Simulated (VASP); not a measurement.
A run of VASP 6.6.1:

Contents of INCAR:

```
SYSTEM = Al5Ga11As16
PREC = Accurate
ENCUT = 600
EDIFF = 1E-6
ISMEAR = -1
SIGMA = 0.05
LREAL = Auto
LASPH = .TRUE.
NELM = 60
ALGO = Normal
ISIF = 8
LWAVE = .FALSE.
LCHARG = .FALSE.
GGA = PS
IBRION = 2
NSW = 100
EDIFFG = -0.03
ISYM = 0
LUSENCCL = .FALSE.
```

The input KPOINTS:

```
Automatic mesh
0
Gamma
  1 1 1
  0.25 0.25 0.25
```

The input POSCAR:

```
Al5Ga11As16
1.0
   11.3284590000      0.0000000000      0.0000000000
    0.0000000000     11.3284590000      0.0000000000
    0.0000000000      0.0000000000     11.3284590000
Ga Al As
22 10 32
Direct
    0.0000180000      0.0033020000      0.9993610000
    0.9985040000      0.0011890000      0.5006100000
    0.9960910000      0.5001930000      0.9995660000
    0.9974890000      0.5055630000      0.5018300000
    0.4992730000      0.9998450000      0.9986500000
    0.5020350000      0.0031360000      0.4995050000
    0.4992280000      0.4965800000      0.0007670000
    0.2521210000      0.2515500000      0.0018960000
    0.2485450000      0.2494890000      0.5022200000
    0.7478120000      0.2498760000      0.0000120000
    0.7513170000      0.7478760000      0.5023830000
    0.2517710000      0.9976590000      0.2496430000
    0.2523650000      0.4998850000      0.2501170000
    0.2478740000      0.4996860000      0.7477710000
    0.7498490000      0.9957980000      0.2507030000
    0.7486100000      0.0055440000      0.7488380000
    0.7493680000      0.5012260000      0.2510450000
    0.7506860000      0.5000580000      0.7484590000
    0.0008150000      0.2516790000      0.2488050000
    0.9992470000      0.2501010000      0.7510150000
    0.4989960000      0.2460540000      0.2507620000
    0.4984620000      0.7474650000      0.2496080000
    0.4973680000      0.4971200000      0.4976390000
    0.2503750000      0.7496260000      0.9989100000
    0.2472670000      0.7495300000      0.4999150000
    0.7508990000      0.2510210000      0.4973210000
    0.7502510000      0.7495870000      0.9994140000
    0.2501790000      0.9992840000      0.7498760000
    0.0026460000      0.7496470000      0.2525800000
    0.0012380000      0.7505470000      0.7506860000
    0.4969050000      0.2495380000      0.7519060000
    0.5003820000      0.7487760000      0.7485550000
    0.1251940000      0.1245870000      0.1267470000
    0.1222330000      0.1285590000      0.6269950000
    0.1238760000      0.6268040000      0.1262970000
    0.1276520000      0.6270020000      0.6246460000
    0.6289310000      0.1267910000      0.1259020000
    0.6260800000      0.1247430000      0.6254820000
    0.6241510000      0.6244670000      0.1239460000
    0.6263820000      0.6245220000      0.6266750000
    0.3719740000      0.3749350000      0.1291770000
    0.3719450000      0.3740520000      0.6267400000
    0.3746930000      0.8726860000      0.1236470000
    0.3760850000      0.8769250000      0.6247090000
    0.8735610000      0.3748340000      0.1233260000
    0.8768810000      0.3766240000      0.6258180000
    0.8740530000      0.8755870000      0.1263580000
    0.8753960000      0.8747240000      0.6277230000
    0.3805150000      0.1212040000      0.3764060000
    0.3718690000      0.1224180000      0.8768870000
    0.3746240000      0.6248610000      0.3746890000
    0.3741120000      0.6234160000      0.8779720000
    0.8747950000      0.1240210000      0.3772880000
    0.8731140000      0.1259940000      0.8755600000
    0.8744040000      0.6276820000      0.3743570000
    0.8754490000      0.6278760000      0.8754960000
    0.1275050000      0.3759990000      0.3738200000
    0.1259100000      0.3733200000      0.8731350000
    0.1246930000      0.8777570000      0.3766860000
    0.1228290000      0.8771360000      0.8767190000
    0.6294800000      0.3745240000      0.3704130000
    0.6247030000      0.3751500000      0.8744710000
    0.6265180000      0.8761530000      0.3713460000
    0.6265600000      0.8748750000      0.8749060000
```

Potentials or basis: VASP PAW PBE potentials, release 64 (Ga_d, Al, As).

Run with:

```sh
$ cat potpaw_PBE.64/Ga_d/POTCAR potpaw_PBE.64/Al/POTCAR potpaw_PBE.64/As/POTCAR > POTCAR
$ mpirun -np 1 vasp_std > vasp.out
```

Hardware: 1 × NVIDIA H100 80GB with 1 thread of AMD EPYC 7R13 Processor (Zen 3) (shared host).

Question: Estimate the wall time of this run.

Answer: It took 30 min on 1 × NVIDIA H100 80GB with 1 thread of AMD EPYC 7R13 Processor (Zen 3), with other jobs on the host, peak memory 2.9 GiB. Counts: scf iterations 99, k points 4, ion steps 11.
